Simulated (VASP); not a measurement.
Input of a VASP 6.6.1 run:

Contents of INCAR:

```
SYSTEM = Mo
PREC     = Accurate       ! precision mode
ENCUT    = 520            ! plane-wave cutoff, eV
EDIFF    = 1E-6           ! SCF threshold, eV
ISMEAR   = 0              ! smearing method
SIGMA    = 0.15           ! smearing width, eV
LREAL    = .False.        ! projectors in reciprocal space
LASPH    = .True.         ! aspherical terms in the spheres
NELM     = 100            ! most SCF steps
ALGO     = Fast           ! electronic algorithm
ISIF     = 2              ! what is computed and relaxed
LWAVE    = .False.        ! write WAVECAR
LCHARG   = .True.         ! write CHGCAR
GGA      = PE             ! functional
LELF     = .True.         ! ELF
LVHAR    = .True.       
NBANDS   = 13             ! bands
```

The input KPOINTS:

```
Automatic mesh
0
Gamma
  22 22 22
  0 0 0
```

The input POSCAR:

```
Mo
1.0
    0.0000000000      2.0273736328      2.0273736328
    2.0273736328      0.0000000000      2.0273736328
    2.0273736328      2.0273736328      0.0000000000
Mo
1
Direct
    0.0000000000      0.0000000000      0.0000000000
```

Potentials or basis: VASP PAW PBE potentials, release 64 (Mo_sv).

The run is started by

```bash
$ cat potpaw_PBE.64/Mo_sv/POTCAR > POTCAR
$ mpirun -np 1 vasp_std > vasp.out
```

(1) Estimate the pressure.

(2) Predict the band gap on the k mesh.

Answers

(1) -8.2 GPa.

(2) zero (band 7 reaches 14.96 eV, above the bottom of band 8 at 10.53 eV).
